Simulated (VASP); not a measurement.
A run of VASP 6.6.1:

File POSCAR:

```
In
1.0
    3.4081061289      0.0000000000      0.0000000000
   -1.7040530645      2.9515055804      0.0000000000
    0.0000000000      0.0000000000     10.9418277450
In
4
Direct
    0.0000000000      0.0000000000      0.0000000000
    0.3333333333      0.6666666667      0.2500000000
    0.0000000000      0.0000000000      0.5000000000
    0.6666666667      0.3333333333      0.7500000000
```

The input INCAR.step1:

```
ALGO = Normal
EDIFF = 1E-4
ENCUT = 520
GGA = PE
ISMEAR = 1
LASPH = T
LCHARG = F
LREAL = F
LWAVE = T
NBANDS = 34
NELM = 100
PREC = Accurate
SIGMA = 0.15
```

File INCAR.step2:

```
ALGO = Normal
EDIFF = 1E-6
ENCUT = 520
ISIF = 2
ISMEAR = 1
ISTART = 1
LASPH = T
LCHARG = F
LMIXTAU = T
LREAL = F
LWAVE = F
METAGGA = R2SCAN
NBANDS = 34
NELM = 100
PREC = Accurate
SIGMA = 0.15
```

Contents of KPOINTS:

```
k-points
0
Gamma
  8 8 3
```

Potentials or basis: VASP PAW PBE potentials, release 64 (In_d).

Run with:

```bash
$ cat potpaw_PBE.64/In_d/POTCAR > POTCAR
$ cp INCAR.step1 INCAR
$ mpirun -np 1 vasp_std > vasp.out
$ cp INCAR.step2 INCAR
$ mpirun -np 1 vasp_std > vasp.out
```

Hardware: 1 thread of Intel Xeon 8259CL, on a shared host.

Estimate the wall time of this run.

Run time: 6.2 min on 1 thread of Intel Xeon 8259CL, on a shared host, peak memory 0.28 GiB. Counts: k points 20.
